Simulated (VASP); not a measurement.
# SnTe (C222_1) in VASP: single point with PBE

Aim: the single point of SnTe with PBE.

Program: VASP 6.6.1. These are calculated values, not measurements. Logs are shortened: lines on timing, memory, paths and dates and some standing lists are left out, and cuts for length are marked.

### 1 The cell of the first run

The structure is orthorhombic, space group C222_1 (No. 20). Conventional cell: a = 6.757 Å, b = 6.757 Å, c = 4.778 Å, α = 90.00°, β = 90.00°, γ = 90.00°. Sn (site symmetry 2) has 4 Te at 2.93 Å and 2 Sn at 2.93 Å within 3.9 Å. Te (site symmetry 2) has 4 Sn at 2.93 Å and 2 Te at 2.93 Å within 3.9 Å.

The cell was built from a structure type or drawn by symmetry, and may not be a known phase.

### 2 Single point, PBE

Input file INCAR:

```
  PREC = Accurate
  ENCUT = 520
  EDIFF = 1E-6
  ISMEAR = 0
  SIGMA = 0.1
  LREAL = F
  LASPH = T
  NELM = 60
  ALGO = Normal
  ISIF = 2
  LWAVE = F
  LCHARG = T
  GGA = PE
  LELF = T
  LVHAR = T
  NBANDS = 28
```

Input file KPOINTS:

```
Automatic mesh
0
Gamma
  4 4 4
```

Input file POSCAR:

```
SnTe
1.0
    3.3784366900     -3.3784366900      0.0000000000
    3.3784366900      3.3784366900      0.0000000000
    0.0000000000      0.0000000000      4.7778309900
Sn Te
2 2
Direct
    0.3750000000      0.3750000000      0.5000000000
    0.6250000000      0.6250000000      0.0000000000
    0.1250000000      0.8750000000      0.7500000000
    0.8750000000      0.1250000000      0.2500000000
```

Potentials or basis: VASP PAW PBE potentials, release 64 (Sn_d, Te).

Run with:

```
> cat potpaw_PBE.64/Sn_d/POTCAR potpaw_PBE.64/Te/POTCAR > POTCAR
> mpirun -np 1 vasp_std > vasp.out
```

OUTCAR:

```text
PREC = Accurate
   ENCUT = 520
   EDIFF = 1E-6
   ISMEAR = 0
   LREAL = F
   LASPH = T
   NELM = 60
   ISIF = 2
   GGA = PE

 ion  position               nearest neighbor table
   1  0.375  0.375  0.500-   3 2.93   4 2.93   3 2.93   4 2.93   2 2.93   2 2.93
   2  0.625  0.625  0.000-   3 2.93   4 2.93   4 2.93   3 2.93   1 2.93   1 2.93
   3  0.125  0.875  0.750-   1 2.93   2 2.93   1 2.93   2 2.93   4 2.93   4 2.93
   4  0.875  0.125  0.250-   1 2.93   2 2.93   2 2.93   1 2.93   3 2.93   3 2.93

  LATTYP: Found a simple cubic cell.
 ALAT       =     4.7778309866

  Lattice vectors:

 A1 = (   3.3784366900,  -3.3784366900,   0.0000000000)
 A2 = (   3.3784366900,   3.3784366900,   0.0000000000)
 A3 = (   0.0000000000,   0.0000000000,   4.7778309900)

Analysis of symmetry for initial positions (statically):
=====================================================================
 Subroutine PRICEL returns:
 Original cell was already a primitive cell.

 Routine SETGRP: Setting up the symmetry group for a
 simple cubic supercell.

 Subroutine GETGRP returns: Found  4 space group operations
 (whereof  2 operations were pure point group operations)
 out of a pool of 48 trial point group operations.

The static configuration has the point symmetry C_2 .
 The point group associated with its full space group is D_2 .

Analysis of symmetry for dynamics (positions and initial velocities):
=====================================================================
 Subroutine PRICEL returns:
 Original cell was already a primitive cell.

 Routine SETGRP: Setting up the symmetry group for a
 simple cubic supercell.

 Subroutine GETGRP returns: Found  4 space group operations
 (whereof  2 operations were pure point group operations)
 out of a pool of 48 trial point group operations.

The dynamic configuration has the point symmetry C_2 .
 The point group associated with its full space group is D_2 .

 Subroutine INISYM returns: Found  4 space group operations
 (whereof  2 operations are pure point group operations),
 and found     1 'primitive' translations

----------------------------------------------------------------------------------------

                                     Primitive cell

  volume of cell :     109.0667

  direct lattice vectors                    reciprocal lattice vectors
     3.378436690 -3.378436690  0.000000000     0.147997446 -0.147997446  0.000000000
     3.378436690  3.378436690  0.000000000     0.147997446  0.147997446  0.000000000
     0.000000000  0.000000000  4.777830990     0.000000000  0.000000000  0.209299995

  length of vectors
     4.777830987  4.777830987  4.777830990     0.209299995  0.209299995  0.209299995

  position of ions in fractional coordinates (direct lattice)
     0.375000000  0.375000000  0.500000000
     0.625000000  0.625000000  0.000000000
     0.125000000  0.875000000  0.750000000
     0.875000000  0.125000000  0.250000000

  ion indices of the primitive-cell ions
   primitive index   ion index
                 1           1
                 2           2
                 3           3
                 4           4

----------------------------------------------------------------------------------------

 KPOINTS: Automatic mesh

Automatic generation of k-mesh.
 Grid dimensions read from file:
 generate k-points for:    4    4    4

 Generating k-lattice:

  Cartesian coordinates                     Fractional coordinates (reciprocal lattice)
     0.036999361 -0.036999361  0.000000000     0.250000000  0.000000000  0.000000000
     0.036999361  0.036999361  0.000000000     0.000000000  0.250000000  0.000000000
     0.000000000  0.000000000  0.052324999     0.000000000  0.000000000  0.250000000

  Length of vectors
     0.052324999  0.052324999  0.052324999

  Shift w.r.t. Gamma in fractional coordinates (k-lattice)
     0.000000000  0.000000000  0.000000000

 Subroutine IBZKPT returns following result:
 ===========================================

 Found     21 irreducible k-points:

 Following reciprocal coordinates:
            Coordinates               Weight
  0.000000  0.000000  0.000000      1.000000
  0.250000  0.000000  0.000000      4.000000
  0.000000  0.000000  0.250000      2.000000
  0.500000  0.000000  0.000000      2.000000
  0.000000  0.000000  0.500000      1.000000
  0.250000  0.250000  0.000000      2.000000
[... 13 lines left out ...]
  0.250000  0.500000  0.500000      4.000000
  0.500000  0.500000  0.500000      1.000000
   k-points           NKPTS =     21   k-points in BZ     NKDIM =     21   number of bands    NBANDS=     28
   number of dos      NEDOS =    301   number of ions     NIONS =      4
   total plane-waves  NPLWV =  46656
   dimension x,y,z NGX =    36 NGY =   36 NGZ =   36
   dimension x,y,z NGXF=    72 NGYF=   72 NGZF=   72
   ions per type =               2   2
   NGX,Y,Z   is equivalent  to a cutoff of  12.53, 12.53, 12.53 a.u.
   NGXF,Y,Z  is equivalent  to a cutoff of  25.05, 25.05, 25.05 a.u.
 SYSTEM =  unknown system
   PREC   = accura    normal or accurate (medium, high low for compatibility)
   ISTART =      0    job   : 0-new  1-cont  2-samecut
   ICHARG =      2    charge: 1-file 2-atom 10-const
   ISPIN  =      1    spin polarized calculation?
   LNONCOLLINEAR =      F non collinear calculations
   LSORBIT =      F    spin-orbit coupling
   LASPH  =      T    aspherical Exc in radial PAW
   ENCUT  =  520.0 eV  38.22 Ry    6.18 a.u.   8.88  8.88  8.88*2*pi/ulx,y,z
   NELM   =     60;   NELMIN=  2; NELMDL= -5     # of ELM steps
   EDIFF  = 0.1E-05   stopping-criterion for ELM
   LREAL  =      F    real-space projection
   EDIFFG = 0.1E-04   stopping-criterion for IOM
   NSW    =      0    number of steps for IOM
   IBRION =     -1    ionic relax: 0-MD 1-quasi-New 2-CG
   NFREE  =      0    steps in history (QN), initial steepest desc. (CG)
   ISIF   =      2    stress and relaxation
   ISYM   =      2    0-nonsym 1-usesym 2-fastsym
   POTIM  = 0.5000    time-step for ionic-motion
   TEBEG  =    0.0;   TEEND  =   0.0 temperature during run
   PSTRESS=    0.0 pullay stress
   NELECT =      40.0000    total number of electrons
   NUPDOWN=      -1.0000    fix difference up-down
   EMIN   =  10.00;   EMAX   =-10.00  energy-range for DOS
   EFERMI =   0.00;   METHOD = LEGACY
   ISMEAR =     0;   SIGMA  =   0.10  broadening in eV -4-tet -1-fermi 0-gaus
   EFERMI_NEDOS =   21; number of points for ismear=-14 and -15
   IALGO  =     38    algorithm
   IMIX   =      4    mixing-type and parameters
     AMIX     =   0.40;   BMIX     =  1.00
     AMIX_MAG =   1.60;   BMIX_MAG =  1.00
  volume/ion in A,a.u.               =      27.27       184.00
  Fermi-wavevector in a.u.,A,eV,Ry     =   1.171828  2.214435 18.683275  1.373182
  Thomas-Fermi vector in A             =   2.308266
   LORBIT       =      0    0 simple, 1 ext, 2 COOP (PROOUT), +10 PAW based schemes
   GGA     = PE    functional components
   LHFCALC =     F    Hartree Fock is set to
   AEXX    =    0.0000 exact exchange contribution
   IVDW    =     0    specifies the selected vdW correction
   LEPSILON=     F    determine dielectric tensor
   LRPA    =     F    only Hartree local field effects (RPA)
 non-spin polarized calculation
 Gauss-broadening in eV      SIGMA  =   0.10
  energy-cutoff  :      520.00
  volume of cell :      109.07
 maximum number of plane-waves:      3016
   NGX = 17   NGY = 17   NGZ = 17

 number of electron      40.0000026 magnetization

 Free energy of the ion-electron system (eV)
  ---------------------------------------------------
  ext. energy  EPLUGINS =         0.00000000
  ---------------------------------------------------
  free energy    TOTEN  =       -12.27913343 eV

  energy without entropy =      -12.26412664  energy(sigma->0) =      -12.27163004

 E-fermi :   8.4607     XC(G=0): -10.0731

 val. band max:        8.3941665804   @ k =   0.0000   0.0000   0.0000
 cond. band min:       8.4799878272   @ k =   0.5000   0.2500   0.0000
 fundamental gap:      0.0858212469
 Fermi energy:         8.4606926259

 k-point     1 :       0.0000    0.0000    0.0000
  band No.  band energies     occupation
      1     -13.2787      2.00000
      2     -13.1998      2.00000
      3     -13.1920      2.00000
      4     -13.1475      2.00000
      5     -13.1389      2.00000
      6     -13.1004      2.00000
[... 20 lines left out ...]
     27      14.7232      0.00000
     28      14.7790      0.00000

 k-point     2 :       0.2500    0.0000    0.0000
  band No.  band energies     occupation
      1     -13.2791      2.00000
      2     -13.2040      2.00000
      3     -13.1927      2.00000
      4     -13.1443      2.00000
      5     -13.1404      2.00000
      6     -13.0977      2.00000
[... 20 lines left out ...]
     27      13.9823      0.00000
     28      14.3239      0.00000

 k-point     3 :       0.0000    0.0000    0.2500
  band No.  band energies     occupation
      1     -13.2738      2.00000
      2     -13.2015      2.00000
      3     -13.1757      2.00000
      4     -13.1676      2.00000
      5     -13.1499      2.00000
      6     -13.0875      2.00000
[... 20 lines left out ...]
     27      13.9506      0.00000
     28      14.5352      0.00000

 k-point     4 :       0.5000    0.0000    0.0000
  band No.  band energies     occupation
      1     -13.2796      2.00000
      2     -13.2075      2.00000
      3     -13.1943      2.00000
      4     -13.1434      2.00000
      5     -13.1399      2.00000
      6     -13.0949      2.00000
[... 485 lines left out ...]
     27      14.8158      0.00000
     28      14.9532      0.00000

 k-point    20 :       0.2500    0.5000    0.5000
  band No.  band energies     occupation
      1     -13.2340      2.00000
      2     -13.2340      2.00000
      3     -13.1795      2.00000
      4     -13.1795      2.00000
      5     -13.1209      2.00000
      6     -13.1209      2.00000
[... 20 lines left out ...]
     27      14.8231      0.00000
     28      14.8231      0.00000

 k-point    21 :       0.5000    0.5000    0.5000
  band No.  band energies     occupation
      1     -13.2335      2.00000
      2     -13.2335      2.00000
      3     -13.1789      2.00000
      4     -13.1789      2.00000
      5     -13.1203      2.00000
      6     -13.1203      2.00000
[... 20 lines left out ...]
     27      15.5799      0.00000
     28      15.5799      0.00000

------------------------ aborting loop because EDIFF is reached ----------------------------------------

  FORCE on cell =-STRESS in cart. coord.  units (eV):
  Direction    XX          YY          ZZ          XY          YZ          ZX
  --------------------------------------------------------------------------------------
  -------------------------------------------------------------------------------------
  Total        9.9804315     10.9504269     11.9651369      0.0000000      0.0000000      0.0000000
  in kB      146.6113366    160.8604523    175.7664190      0.0000000      0.0000000      0.0000000
  external PRESSURE =     161.0794026 kB  Pullay stress =       0.0000000 kB

 VOLUME and BASIS-vectors are now :
 -----------------------------------------------------------------------------
  energy-cutoff  :      520.00
  volume of cell :      109.07
      direct lattice vectors                 reciprocal lattice vectors
     3.378436690 -3.378436690  0.000000000     0.147997446 -0.147997446  0.000000000
     3.378436690  3.378436690  0.000000000     0.147997446  0.147997446  0.000000000
     0.000000000  0.000000000  4.777830990     0.000000000  0.000000000  0.209299995

 POSITION                                       TOTAL-FORCE (eV/Angst)
 -----------------------------------------------------------------------------------
      2.53383      0.00000      2.38892         0.454302      0.000000      0.000000
      4.22305      0.00000      0.00000        -0.454302      0.000000      0.000000
      3.37844      2.53383      3.58337         0.000000     -0.440692      0.000000
      3.37844     -2.53383      1.19446         0.000000      0.440692      0.000000
 -----------------------------------------------------------------------------------
    total drift:                               -0.000000     -0.000000     -0.000000

  FREE ENERGIE OF THE ION-ELECTRON SYSTEM (eV)
  ---------------------------------------------------
  free  energy   TOTEN  =       -12.2791334295 eV

  energy  without entropy=      -12.2641266412  energy(sigma->0) =      -12.27163004
```

Run time: 47 s. Hardware: 1 thread of Intel Xeon Platinum 8375C at 2.90GHz (Ice Lake), shared host; peak memory 0.23 GiB.

Results:

| Quantity | Value |
| --- | --- |
| Free energy | -12.2791 eV |
| Pressure | 16.1 GPa |
| Largest force | 0.454 eV/Å |
| Band gap on the k mesh | zero (bands 20 and 21 overlap by 3.03 eV) |

Forces on the atoms (eV/Å):
```
Sn   0.454  0.000  0.000
Sn  -0.454  0.000  0.000
Te   0.000 -0.441  0.000
Te   0.000  0.441  0.000
```

Levels at points of the mesh, in eV from the Fermi level:
| k point | band 17 | band 18 | band 19 | band 20 | band 21 | band 22 | band 23 | band 24 |
| --- | --- | --- | --- | --- | --- | --- | --- | --- |
| (0.00, 0.00, 0.00) | -3.09 | -2.15 | -1.35 | -1.18 | -0.07 | 1.23 | 2.02 | 2.14 |
| (0.50, 0.00, 0.00) | -4.12 | -3.20 | -1.32 | -0.68 | 1.24 | 2.39 | 2.96 | 3.08 |
| (0.00, 0.00, 0.50) | -3.85 | -3.85 | -0.62 | -0.62 | 1.18 | 1.18 | 3.02 | 3.02 |
| (0.50, 0.50, 0.00) | -2.24 | -1.84 | -1.63 | -1.35 | -0.95 | 0.40 | 4.63 | 4.77 |
| (0.00, 0.50, 0.50) | -2.36 | -2.36 | -1.35 | -1.35 | -0.46 | -0.46 | 4.08 | 4.08 |
| (0.50, 0.50, 0.50) | -5.04 | -5.04 | 2.08 | 2.08 | 3.63 | 3.63 | 3.89 | 3.89 |

Caveat: the cell stands under pressure; spin-orbit coupling is left out, which moves the levels of the heavy elements.
